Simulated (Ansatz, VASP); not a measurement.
## One calculation of Al, two programs

```xyz
4
Lattice="2.8144 0.0000 0.0000 -1.4072 2.4374 0.0000 0.0000 0.0000 9.2410" Properties=species:S:1:pos:R:3 pbc="T T T"
Al    0.0000    0.0000    0.0000
Al    0.0000    1.4849    2.1703
Al    0.0000    0.0000    4.6205
Al    1.4072    0.8125    6.9308
```

Alike in both runs: task single point; functional PBE; dispersion D3(BJ); k mesh 18 × 18 × 4; occupations gaussian, width 0.15 eV; no spin polarisation.

```csv
,VASP,Ansatz
version,VASP 6.6.1,Ansatz 0.2.0
potentials or method,"VASP PAW PBE potentials, release 64 (Al), cutoff 520 eV","scalar-relativistic, plane waves, PAW"
valence electrons in the cell,12,12
```

```csv
,VASP,Ansatz,Ansatz less VASP
gap on the k mesh at the Fermi level (eV),none,none,-
pressure (GPa),0.6,0.6,0.00
"traceless stress, the component that is largest in VASP (GPa)",0.75,0.75,-0.004
rms of the force components (eV/Å),0.309,0.309,-0.0002
```

Atom by atom the forces differ by 0.000 eV/Å (rms over components). A gap of «none» marks a metal or a gap that the smearing closes.
